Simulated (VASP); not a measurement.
Sb, 1 atom in the cell. Symmetry: R-3m, No. 166, trigonal system. Conventional cell: a = 4.536 Å, b = 4.536 Å, c = 5.309 Å, α = 90.00°, β = 90.00°, γ = 120.00°. Within 4.2 Å of Sb (site symmetry -3m) lie 6 Sb at 3.16 Å.  This cell differs from its parent crystal: equal xy, yz and zx shear strains of -3 %.

| Quantity | Value |
| --- | --- |
| Program | VASP 6.6.1 |
| Task | single point |
| Functional | PBEsol |
| Potentials or basis | VASP PAW PBE potentials, release 64 (Sb) |
| Cutoff | 520 eV |
| k mesh | 13 × 13 × 13 |
| Occupations | fermi-dirac, width 0.05 eV |
| Spin | no spin polarisation |
| Dipole correction | no |
| Further INCAR settings | ALGO = Normal; EDIFF = 1e-06; NBANDS = 8 |

Potentials or basis: VASP PAW PBE potentials, release 64 (Sb).

The run is started by

```bash
$ cat potpaw_PBE.64/Sb/POTCAR > POTCAR
$ mpirun -np 1 vasp_std > vasp.out
```

Hardware: 1 thread of Intel(R) Xeon(R) Platinum 8259CL CPU @ 2.50GHz (Skylake/Cascade Lake), with other jobs on the host.

**Question.** Estimate the wall time of this run.

**Answer.** Run time: 26 s on 1 thread of Intel(R) Xeon(R) Platinum 8259CL CPU @ 2.50GHz (Skylake/Cascade Lake), with other jobs on the host, peak memory 0.18 GiB. Counts: scf iterations 9, k points 231.
